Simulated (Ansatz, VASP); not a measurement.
## Two plane-wave programs on Ge

```
Ge
1.0
    -3.57375    3.57375    3.46966
     3.57375   -3.57375    3.46966
     3.57375    3.57375   -3.46966
Ge
8
Direct
  0.50000 0.00000 0.79584
  0.79584 0.50000 0.00000
  0.00000 0.79584 0.50000
  0.70416 0.70416 0.70416
  0.50000 0.00000 0.20416
  0.20416 0.50000 0.00000
  0.00000 0.20416 0.50000
  0.29584 0.29584 0.29584
```

Change from the starting cell: strain +0.030 along x and y, +0.000 along z, atoms carried along.

Alike in both runs: task single point; functional PBEsol; k mesh 8 × 8 × 8; occupations gaussian, width 0.15 eV; no spin polarisation.

```csv
,VASP,Ansatz
version,VASP 6.6.1,Ansatz 0.2.0
potentials or method,"VASP PAW PBE potentials, release 64 (Ge_d), cutoff 520 eV","scalar-relativistic, plane waves, PAW"
valence electrons in the cell,112,112
```

|  | VASP | Ansatz | Ansatz less VASP |
| --- | --- | --- | --- |
| gap on the k mesh at the Fermi level (eV) | none | none | - |
| pressure (GPa) | -3.7 | -3.6 | +0.07 |
| traceless stress, the component that is largest in VASP (GPa) | 1.77 | 1.77 | -0.002 |
| rms of the force components (eV/Å) | 0.114 | 0.113 | -0.0007 |

VASP's potentials were made for PBE, not for PBEsol. Atom by atom the forces differ by 0.002 eV/Å (rms over components). A gap of «none» marks a metal or a gap that the smearing closes.
